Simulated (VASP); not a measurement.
Wanted: the native input for a VASP 6.6.1 run.

```
Task                   : single point
Functional             : LDA
Potentials or basis    : VASP PAW LDA potentials, release 64 (B)
Cutoff                 : 520 eV
k mesh                 : 22 × 22 × 22
Occupations            : fermi-dirac, width 0.1 eV
Spin                   : no spin polarisation
Dipole correction      : no
Further INCAR settings : ALGO = Normal; EDIFF = 1e-06; NBANDS = 8
```

The structure of B lies in POSCAR:

```
B
1.0
   -1.1555743418      1.1555743418      1.1555743418
    1.1555743418     -1.1555743418      1.1555743418
    1.1555743418      1.1555743418     -1.1555743418
B
1
Direct
    0.0000000000      0.0000000000      0.0000000000
```

This cell differs from its parent crystal: volume scaled by 1.04.

These files were run (other wordings do the same):

INCAR

```
SYSTEM = B
PREC     = Accurate       ! precision mode
ENCUT    = 520            ! plane-wave cutoff, eV
EDIFF    = 1E-6           ! SCF threshold, eV
ISMEAR   = -1             ! smearing method
SIGMA    = 0.1            ! smearing width, eV
LREAL    = .FALSE.        ! projectors in reciprocal space
LASPH    = .TRUE.         ! aspherical terms in the spheres
NELM     = 100            ! most SCF steps
ALGO     = Normal         ! electronic algorithm
ISIF     = 2              ! what is computed and relaxed
LWAVE    = .FALSE.        ! write WAVECAR
LCHARG   = .TRUE.         ! write CHGCAR
LELF     = .TRUE.         ! ELF
LVHAR    = .TRUE.       
NBANDS   = 8              ! bands
```

KPOINTS

```
Automatic mesh
0
G
  22 22 22
  0 0 0
```

Potentials or basis: VASP PAW LDA potentials, release 64 (B).

Run with:

```sh
$ cat potpaw_LDA.64/B/POTCAR > POTCAR
$ mpirun -np 1 vasp_std > vasp.out
```

It gave:

- Pressure: -8.8 GPa

It took 4.3 s on 1 thread of Intel(R) Xeon(R) 6975P-C (Granite Rapids) (shared host), peak memory 0.11 GiB.
